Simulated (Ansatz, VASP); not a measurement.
**Two plane-wave programs on HgTe**

File INCAR:

```
SYSTEM = HgTe
PREC = Accurate
ENCUT = 520
EDIFF = 1E-6
ISMEAR = -1
SIGMA = 0.02
LREAL = .False.
LASPH = .True.
NELM = 60
ALGO = Normal
ISIF = 2
LWAVE = .False.
LCHARG = .False.
GGA = PE
NBANDS = 16
```

File KPOINTS:

```
Automatic mesh
0
Gamma
  6 6 6
  0 0 0
```

Contents of POSCAR:

```
HgTe
1.0
    0.0000000000      3.3878326229      3.1407052053
    3.3878326229      0.0000000000      3.1407052053
    3.3878326229      3.3878326229      0.0000000000
Hg Te
1 1
Direct
    0.0000000000      0.0000000000      0.0000000000
    0.2500000000      0.2500000000      0.2500000000
```

Input for Ansatz:

```yaml
crystal:
  lattice:
    - [0.0, 3.3878326229, 3.1407052053]
    - [3.3878326229, 0.0, 3.1407052053]
    - [3.3878326229, 3.3878326229, 0.0]
  atoms:
    - { symbol: Hg, position: [0.0, 0.0, 0.0] }
    - { symbol: Te, position: [0.25, 0.25, 0.25] }
kpoints:
  mp_grid: { grid: [6, 6, 6] }
  band_path:
    path:
      - [0.0, 0.0, 0.0]
      - [-0.5, -0.5, 0.0]
      - [-0.375, -0.375, 0.25]
      - [-0.375, 0.0, 0.375]
      - [0.0, 0.0, 0.5]
      - [-0.5, -0.25, 0.25]
      - [-0.035319, 0.0, -0.035319]
    npoints: 1
hamiltonian:
  xc: pbe
scf:
  occupations: { method: fermi_dirac, width: 0.02 }
  n_extra_bands: 4
output:
  forces: true
  stress: true
  eigenvalues: true
```

Change from the starting cell: epitaxial_xy strain +3.0%.

Alike in both runs: task single point; functional PBE; k mesh 6 × 6 × 6; occupations fermi-dirac, width 0.02 eV; no spin polarisation.

|  | VASP | Ansatz |
| --- | --- | --- |
| version | VASP 6.6.1 | Ansatz 0.2.0 |
| potentials or method | VASP PAW PBE potentials, release 64 (Hg, Te) | plane waves, PAW |
| plane-wave cutoff (eV) | 520 | 420 |
| valence electrons in the cell | 18 | 36 |

|  | VASP | Ansatz | Ansatz less VASP |
| --- | --- | --- | --- |
| pressure (GPa) | 0.7 | 0.7 | -0.05 |
| traceless stress, the component that is largest in VASP (GPa) | 0.60 | 0.60 | 0.000 |

VASP's potentials hold 18 valence electrons a cell and Ansatz's 36, so a difference there can come from the potentials and not from the codes.

Spin-orbit coupling is off throughout.
